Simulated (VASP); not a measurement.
# CdS (alt) (F-43m) in VASP: further runs

Runs on CdS (alt). Level: PBE. Tasks: single point.

Everything below comes from runs of VASP 6.6.1. Logs are shortened: lines on timing, memory, paths and dates and some standing lists are left out, and cuts for length are marked.

## 1. The cell of the first run

The structure is cubic, space group F-43m (No. 216). Conventional cell: a = 5.927 Å, b = 5.927 Å, c = 5.927 Å, α = 90.00°, β = 90.00°, γ = 90.00°. Cd (site symmetry -43m) has 4 S at 2.57 Å within 3.4 Å. S (site symmetry -43m) has 4 Cd at 2.57 Å within 3.4 Å.

## 2. Single point, PBE

INCAR reads:

```
PREC = Accurate
ENCUT = 500
EDIFF = 1E-6
ISMEAR = 0
SIGMA = 0.02
LREAL = F
LASPH = T
NELM = 120
ALGO = Normal
ISIF = 2
LWAVE = F
LCHARG = T
GGA = PE
LELF = T
LVHAR = T
NBANDS = 16
GGA_COMPAT = F
```

KPOINTS reads:

```
Automatic mesh
0
Gamma
  8 8 8
```

POSCAR reads:

```
CdS
1.0
    0.0000000000      2.9633438406      2.9633438406
    2.9633438406      0.0000000000      2.9633438406
    2.9633438406      2.9633438406      0.0000000000
Cd S
1 1
Direct
    0.0000000000      0.0000000000      0.0000000000
    0.7500000000      0.7500000000      0.7500000000
```

Potentials or basis: VASP PAW PBE potentials, release 64 (Cd, S).

Launch:

```console
> cat potpaw_PBE.64/Cd/POTCAR potpaw_PBE.64/S/POTCAR > POTCAR
> mpirun -np 1 vasp_std > vasp.out
```

OUTCAR:

```text
PREC = Accurate
   ENCUT = 500
   EDIFF = 1E-6
   ISMEAR = 0
   LREAL = F
   LASPH = T
   NELM = 120
   ISIF = 2
   GGA = PE

 ion  position               nearest neighbor table
   1  0.000  0.000  0.000-   2 2.57   2 2.57   2 2.57   2 2.57
   2  0.750  0.750  0.750-   1 2.57   1 2.57   1 2.57   1 2.57

  LATTYP: Found a face centered cubic cell.
 ALAT       =     5.9266876812

  Lattice vectors:

 A1 = (   0.0000000000,   2.9633438406,   2.9633438406)
 A2 = (   2.9633438406,   0.0000000000,   2.9633438406)
 A3 = (   2.9633438406,   2.9633438406,   0.0000000000)

Analysis of symmetry for initial positions (statically):
=====================================================================
 Subroutine PRICEL returns:
 Original cell was already a primitive cell.

 Routine SETGRP: Setting up the symmetry group for a
 face centered cubic supercell.

 Subroutine GETGRP returns: Found 24 space group operations
 (whereof 24 operations were pure point group operations)
 out of a pool of 48 trial point group operations.

The static configuration has the point symmetry T_d .

Analysis of symmetry for dynamics (positions and initial velocities):
=====================================================================
 Subroutine PRICEL returns:
 Original cell was already a primitive cell.

 Routine SETGRP: Setting up the symmetry group for a
 face centered cubic supercell.

 Subroutine GETGRP returns: Found 24 space group operations
 (whereof 24 operations were pure point group operations)
 out of a pool of 48 trial point group operations.

The dynamic configuration has the point symmetry T_d .

 Subroutine INISYM returns: Found 24 space group operations
 (whereof 24 operations are pure point group operations),
 and found     1 'primitive' translations

----------------------------------------------------------------------------------------

                                     Primitive cell

  volume of cell :      52.0447

  direct lattice vectors                    reciprocal lattice vectors
     0.000000000  2.963343841  2.963343841    -0.168728311  0.168728311  0.168728311
     2.963343841  0.000000000  2.963343841     0.168728311 -0.168728311  0.168728311
     2.963343841  2.963343841  0.000000000     0.168728311  0.168728311 -0.168728311

  length of vectors
     4.190801049  4.190801049  4.190801049     0.292246007  0.292246007  0.292246007

  position of ions in fractional coordinates (direct lattice)
     0.000000000  0.000000000  0.000000000
     0.750000000  0.750000000  0.750000000

  ion indices of the primitive-cell ions
   primitive index   ion index
                 1           1
                 2           2

----------------------------------------------------------------------------------------

 KPOINTS: Automatic mesh

Automatic generation of k-mesh.
 Grid dimensions read from file:
 generate k-points for:    8    8    8

 Generating k-lattice:

  Cartesian coordinates                     Fractional coordinates (reciprocal lattice)
    -0.021091039  0.021091039  0.021091039     0.125000000  0.000000000  0.000000000
     0.021091039 -0.021091039  0.021091039     0.000000000  0.125000000  0.000000000
     0.021091039  0.021091039 -0.021091039     0.000000000  0.000000000  0.125000000

  Length of vectors
     0.036530751  0.036530751  0.036530751

  Shift w.r.t. Gamma in fractional coordinates (k-lattice)
     0.000000000  0.000000000  0.000000000

 Subroutine IBZKPT returns following result:
 ===========================================

 Found     29 irreducible k-points:

 Following reciprocal coordinates:
            Coordinates               Weight
  0.000000  0.000000  0.000000      1.000000
  0.125000  0.000000  0.000000      8.000000
  0.250000  0.000000  0.000000      8.000000
  0.375000  0.000000  0.000000      8.000000
  0.500000  0.000000  0.000000      4.000000
  0.125000  0.125000  0.000000      6.000000
[... 16 lines left out ...]
  0.500000  0.250000  0.125000     48.000000
 -0.375000  0.250000  0.125000     24.000000
 [... further k-points ...]
   k-points           NKPTS =     29   k-points in BZ     NKDIM =     29   number of bands    NBANDS=     16
   number of dos      NEDOS =    301   number of ions     NIONS =      2
   total plane-waves  NPLWV =  32768
   dimension x,y,z NGX =    32 NGY =   32 NGZ =   32
   dimension x,y,z NGXF=    64 NGYF=   64 NGZF=   64
   ions per type =               1   1
   NGX,Y,Z   is equivalent  to a cutoff of  12.69, 12.69, 12.69 a.u.
   NGXF,Y,Z  is equivalent  to a cutoff of  25.39, 25.39, 25.39 a.u.
 SYSTEM =  unknown system
   PREC   = accura    normal or accurate (medium, high low for compatibility)
   ISTART =      0    job   : 0-new  1-cont  2-samecut
   ICHARG =      2    charge: 1-file 2-atom 10-const
   ISPIN  =      1    spin polarized calculation?
   LNONCOLLINEAR =      F non collinear calculations
   LSORBIT =      F    spin-orbit coupling
   LASPH  =      T    aspherical Exc in radial PAW
   ENCUT  =  500.0 eV  36.75 Ry    6.06 a.u.   7.64  7.64  7.64*2*pi/ulx,y,z
   NELM   =    120;   NELMIN=  2; NELMDL= -5     # of ELM steps
   EDIFF  = 0.1E-05   stopping-criterion for ELM
   LREAL  =      F    real-space projection
   EDIFFG = 0.1E-04   stopping-criterion for IOM
   NSW    =      0    number of steps for IOM
   IBRION =     -1    ionic relax: 0-MD 1-quasi-New 2-CG
   NFREE  =      0    steps in history (QN), initial steepest desc. (CG)
   ISIF   =      2    stress and relaxation
   ISYM   =      2    0-nonsym 1-usesym 2-fastsym
   POTIM  = 0.5000    time-step for ionic-motion
   TEBEG  =    0.0;   TEEND  =   0.0 temperature during run
   PSTRESS=    0.0 pullay stress
   NELECT =      18.0000    total number of electrons
   NUPDOWN=      -1.0000    fix difference up-down
   EMIN   =  10.00;   EMAX   =-10.00  energy-range for DOS
   EFERMI =   0.00;   METHOD = LEGACY
   ISMEAR =     0;   SIGMA  =   0.02  broadening in eV -4-tet -1-fermi 0-gaus
   EFERMI_NEDOS =   21; number of points for ismear=-14 and -15
   IALGO  =     38    algorithm
   IMIX   =      4    mixing-type and parameters
     AMIX     =   0.40;   BMIX     =  1.00
     AMIX_MAG =   1.60;   BMIX_MAG =  1.00
  volume/ion in A,a.u.               =      26.02       175.61
  Fermi-wavevector in a.u.,A,eV,Ry     =   1.149142  2.171563 17.966859  1.320527
  Thomas-Fermi vector in A             =   2.285813
   LORBIT       =      0    0 simple, 1 ext, 2 COOP (PROOUT), +10 PAW based schemes
   GGA     = PE    functional components
   LHFCALC =     F    Hartree Fock is set to
   AEXX    =    0.0000 exact exchange contribution
   IVDW    =     0    specifies the selected vdW correction
   LEPSILON=     F    determine dielectric tensor
   LRPA    =     F    only Hartree local field effects (RPA)
 non-spin polarized calculation
 Gauss-broadening in eV      SIGMA  =   0.02
  energy-cutoff  :      500.00
  volume of cell :       52.04
 maximum number of plane-waves:      1363
   NGX = 15   NGY = 15   NGZ = 15

 number of electron      18.0000001 magnetization

 Free energy of the ion-electron system (eV)
  ---------------------------------------------------
  ext. energy  EPLUGINS =         0.00000000
  ---------------------------------------------------
  free energy    TOTEN  =        -6.14711508 eV

  energy without entropy =       -6.14711508  energy(sigma->0) =       -6.14711508

 E-fermi :   1.0607     XC(G=0):  -8.9277

 val. band max:        0.9171484111   @ k =   0.0000   0.0000   0.0000
 cond. band min:       1.9605466048   @ k =   0.0000   0.0000   0.0000
 fundamental gap:      1.0433981937
 Fermi energy:         1.0607437778

 k-point     1 :       0.0000    0.0000    0.0000
  band No.  band energies     occupation
      1     -11.1711      2.00000
      2      -6.6510      2.00000
      3      -6.6510      2.00000
      4      -6.6510      2.00000
      5      -6.2337      2.00000
      6      -6.2337      2.00000
[... 8 lines left out ...]
     15      12.3227      0.00000
     16      12.3227      0.00000

 k-point     2 :       0.1250    0.0000    0.0000
  band No.  band energies     occupation
      1     -11.1152      2.00000
      2      -6.6312      2.00000
      3      -6.6312      2.00000
      4      -6.5993      2.00000
      5      -6.2345      2.00000
      6      -6.2345      2.00000
[... 8 lines left out ...]
     15      11.7442      0.00000
     16      12.7128      0.00000

 k-point     3 :       0.2500    0.0000    0.0000
  band No.  band energies     occupation
      1     -10.9799      2.00000
      2      -6.5883      2.00000
      3      -6.5883      2.00000
      4      -6.4199      2.00000
      5      -6.2297      2.00000
      6      -6.2297      2.00000
[... 8 lines left out ...]
     15      11.5117      0.00000
     16      12.1298      0.00000

 k-point     4 :       0.3750    0.0000    0.0000
  band No.  band energies     occupation
      1     -10.8448      2.00000
      2      -6.5553      2.00000
      3      -6.5553      2.00000
      4      -6.2124      2.00000
      5      -6.2124      2.00000
      6      -6.1068      2.00000
[... 8 lines left out ...]
     15      12.3298      0.00000
     16      12.3298      0.00000
[... 324 lines left out ...]
 k-point    22 :       0.3750    0.2500    0.1250
  band No.  band energies     occupation
      1     -10.8806      2.00000
      2      -6.5414      2.00000
      3      -6.5191      2.00000
      4      -6.3634      2.00000
      5      -6.2237      2.00000
      6      -6.1773      2.00000
[... 8 lines left out ...]
     15      12.8221      0.00000
     16      14.6136      0.00000

 k-point    23 :       0.5000    0.2500    0.1250
  band No.  band energies     occupation
      1     -10.7743      2.00000
      2      -6.5102      2.00000
      3      -6.4879      2.00000
      4      -6.2866      2.00000
      5      -6.2040      2.00000
      6      -5.9626      2.00000
[... 8 lines left out ...]
     15      13.5287      0.00000
     16      13.8892      0.00000

 k-point    24 :      -0.3750    0.2500    0.1250
  band No.  band energies     occupation
      1     -10.7309      2.00000
      2      -6.5058      2.00000
      3      -6.4734      2.00000
      4      -6.2542      2.00000
      5      -6.2099      2.00000
      6      -5.7940      2.00000
[... 8 lines left out ...]
     15      13.0872      0.00000
     16      13.9301      0.00000

 [... further k-points ...]

------------------------ aborting loop because EDIFF is reached ----------------------------------------

  FORCE on cell =-STRESS in cart. coord.  units (eV):
  Direction    XX          YY          ZZ          XY          YZ          ZX
  --------------------------------------------------------------------------------------
  -------------------------------------------------------------------------------------
  Total        0.0917521      0.0917521      0.0917521     -0.0000000     -0.0000000      0.0000000
  in kB        2.8245585      2.8245585      2.8245585     -0.0000000     -0.0000000      0.0000000
  external PRESSURE =       2.8245585 kB  Pullay stress =       0.0000000 kB

 VOLUME and BASIS-vectors are now :
 -----------------------------------------------------------------------------
  energy-cutoff  :      500.00
  volume of cell :       52.04
      direct lattice vectors                 reciprocal lattice vectors
     0.000000000  2.963343841  2.963343841    -0.168728311  0.168728311  0.168728311
     2.963343841  0.000000000  2.963343841     0.168728311 -0.168728311  0.168728311
     2.963343841  2.963343841  0.000000000     0.168728311  0.168728311 -0.168728311

 POSITION                                       TOTAL-FORCE (eV/Angst)
 -----------------------------------------------------------------------------------
      0.00000      0.00000      0.00000         0.000000      0.000000      0.000000
      4.44502      4.44502      4.44502        -0.000000     -0.000000     -0.000000
 -----------------------------------------------------------------------------------
    total drift:                                0.000000      0.000000     -0.000000

  FREE ENERGIE OF THE ION-ELECTRON SYSTEM (eV)
  ---------------------------------------------------
  free  energy   TOTEN  =        -6.1471150786 eV

  energy  without entropy=       -6.1471150786  energy(sigma->0) =       -6.14711508
```

It took 20 s on 1 thread of Intel Xeon Platinum 8259CL at 2.50GHz (Skylake/Cascade Lake), shared host; peak memory 0.18 GiB.

What came out:

```yaml
Free_energy: -6.1471 eV
Pressure: 0.3 GPa
Band_gap_on_the_k_mesh: 1.04 eV, direct
```

Levels at points of the mesh, in eV from the valence-band top:
| k point | band 5 | band 6 | band 7 | band 8 | band 9 | band 10 | band 11 | band 12 | band 13 | band 14 |
| --- | --- | --- | --- | --- | --- | --- | --- | --- | --- | --- |
| (0.00, 0.00, 0.00) | -7.15 | -7.15 | 0.00 | 0.00 | 0.00 | 1.04 | 6.55 | 6.55 | 6.55 | 11.18 |
| (0.50, 0.00, 0.00) | -7.12 | -6.81 | -4.12 | -0.69 | -0.69 | 2.94 | 7.01 | 7.01 | 7.33 | 10.94 |
| (0.50, 0.50, 0.00) | -7.08 | -6.75 | -3.75 | -1.72 | -1.72 | 3.63 | 4.28 | 9.04 | 10.49 | 10.49 |

As with any semilocal functional, this PBE gap is likely too small.

[end of part 1 of 2]
